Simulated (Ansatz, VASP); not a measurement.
# Two plane-wave programs on SrTiO3

```
CELL_PARAMETERS angstrom
-3.93640 0.00000 -3.93640
0.00000 -3.93640 -3.93640
-3.93640 -3.93640 0.00000
ATOMIC_POSITIONS crystal
Sr 0.00410 0.00410 0.99590
Sr 0.50410 0.50410 0.49590
Ti 0.26907 0.26907 0.23093
Ti 0.76907 0.76907 0.73093
O 0.97469 0.47469 0.02531
O 0.47469 0.97469 0.52531
O 0.97469 0.47469 0.52531
O 0.47469 0.97469 0.02531
O 0.97110 0.97110 0.52890
O 0.47110 0.47110 0.02890
```

Change from the starting cell: mode 1 (-138.1 1/cm) frozen in, largest displacement +0.228 Å.

Alike in both runs: task single point; functional PBE; k mesh 6 × 6 × 6; occupations gaussian, width 0.05 eV; no spin polarisation.

```csv
,VASP,Ansatz
version,VASP 6.6.1,Ansatz 0.2.0
potentials or method,"VASP PAW PBE potentials, release 64 (Sr_sv, Ti_sv, O), cutoff 520 eV","scalar-relativistic, plane waves, PAW"
valence electrons in the cell,80,80
```

```tsv
	VASP	Ansatz	Ansatz less VASP
gap on the k mesh at the Fermi level (eV)	2.10	2.14	+0.039
least direct gap on the mesh (eV)	2.10	2.14	+0.039
pressure (GPa)	12.4	11.5	-0.88
traceless stress, the component that is largest in VASP (GPa)	20.58	19.69	-0.886
rms of the force components (eV/Å)	2.665	2.523	-0.1422
```

Atom by atom the forces differ by 0.143 eV/Å (rms over components).
